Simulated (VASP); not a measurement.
Input of a VASP 6.6.1 run:

Contents of INCAR:

```
PREC = Accurate
ENCUT = 600
EDIFF = 1E-8
ISMEAR = 0
SIGMA = 0.01
LREAL = F
LASPH = T
NELM = 80
ALGO = Normal
ISIF = 3
LWAVE = F
LCHARG = T
NBANDS = 16
IBRION = 6
NFREE = 2
POTIM = 0.015
NSW = 1
```

The input KPOINTS:

```
Automatic mesh
0
Gamma
  8 8 8
```

Contents of POSCAR:

```
ZnSe
1.0
    0.0000000000      2.7379037172      2.7379037172
    2.7379037172      0.0000000000      2.7379037172
    2.7379037172      2.7379037172      0.0000000000
Zn Se
1 1
Direct
    0.0000000000      0.0000000000      0.0000000000
    0.7500000000      0.7500000000      0.7500000000
```

Potentials or basis: VASP PAW LDA potentials, release 64 (Zn, Se).

Command:

```bash
$ cat potpaw_LDA.64/Zn/POTCAR potpaw_LDA.64/Se/POTCAR > POTCAR
$ mpirun -np 1 vasp_std > vasp.out
```

Problem. Estimate the elastic constants C11, C12, C44.

Solution. 111, 75, 43 GPa.

Problem. What does it give for the Voigt bulk modulus?

Solution. 87 GPa.

Problem. Predict the highest phonon frequency at Γ, LO-TO splitting left out.

Solution. 239 cm⁻¹.

Phonon frequencies in cm⁻¹ (negative: imaginary):
| q point | frequencies |
| --- | --- |
| (0.000, 0.000, 0.000) | 0 0 0 239 239 239 |

Caveat: the cell is under stress, which shifts elastic constants.
